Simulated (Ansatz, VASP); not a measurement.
## Ir: VASP beside Ansatz

File POSCAR:

```
Ir
1.0
    2.7875843874      0.0000000000      0.0000000000
   -1.3937921937      2.4141188946      0.0000000000
    0.0000000000      0.0000000000      4.5210110761
Ir
2
Direct
    0.3333333333      0.6666666667      0.2500000000
    0.6666666667      0.3333333333      0.7500000000
```

The input INCAR.step1:

```
SYSTEM = Ir
PREC = Accurate
ENCUT = 520
EDIFF = 1E-5
ISMEAR = -1
SIGMA = 0.05
LREAL = .FALSE.
LASPH = .TRUE.
NELM = 100
ALGO = Normal
ISIF = 2
LWAVE = .TRUE.
LCHARG = .FALSE.
NBANDS = 16
GGA = PE
```

INCAR.step2

```
SYSTEM = Ir
PREC = Accurate
ENCUT = 520
EDIFF = 1E-7
ISMEAR = -1
SIGMA = 0.05
LREAL = .FALSE.
LASPH = .TRUE.
NELM = 100
ALGO = Normal
ISIF = 2
LWAVE = .FALSE.
LCHARG = .FALSE.
GGA = PE
LHFCALC = .TRUE.
HFSCREEN = 0.2079
PRECFOCK = Normal
NBANDS = 16
ISTART = 1
```

The input KPOINTS:

```
Automatic mesh
0
G
  6 6 4
  0 0 0
```

Contents of input:

```
crystal:
  lattice:
    - [2.7875843874, 0.0, 0.0]
    - [-1.3937921937, 2.4141188946, 0.0]
    - [0.0, 0.0, 4.5210110761]
  atoms:
    - { symbol: Ir, position: [0.3333333333, 0.6666666667, 0.25] }
    - { symbol: Ir, position: [0.6666666667, 0.3333333333, 0.75] }
hamiltonian:
  xc: hse06
  pseudopotentials: { kind: paw }
kpoints:
  mp_grid: { grid: [6, 6, 4] }
scf:
  occupations: { method: fermi_dirac, width: 0.05 }
output:
  forces: true
  stress: true
  eigenvalues: true
```

Alike in both runs: task single point; functional HSE06; k mesh 6 × 6 × 4; occupations fermi-dirac, width 0.05 eV; no spin polarisation.

|  | VASP | Ansatz |
| --- | --- | --- |
| version | VASP 6.6.1 | Ansatz 0.2.0 |
| potentials or method | VASP PAW PBE potentials, release 64 (Ir) | Ansatz PAW |
| plane-wave cutoff (eV) | 520 | 420 |
| valence electrons in the cell | 18 | 34 |

Ansatz gave:

```
gap on the k mesh at the Fermi level (eV)                     : none
pressure (GPa)                                                : -26.3
traceless stress, the component that is largest in VASP (GPa) : -5.42
```

Q: Which values does VASP return?

A: gap on the k mesh at the Fermi level (eV): none; pressure (GPa): -24.3; traceless stress, the component that is largest in VASP (GPa): -5.31.

A gap of «none» marks a metal or a gap that the smearing closes. The functional is the same, so the differences come from potentials, cutoffs and numerics. VASP's potentials hold 18 valence electrons a cell and Ansatz's 34, so a difference there can come from the potentials and not from the codes.

The k mesh is coarse, so the values compare programs but aren't converged. Spin-orbit coupling is off throughout.
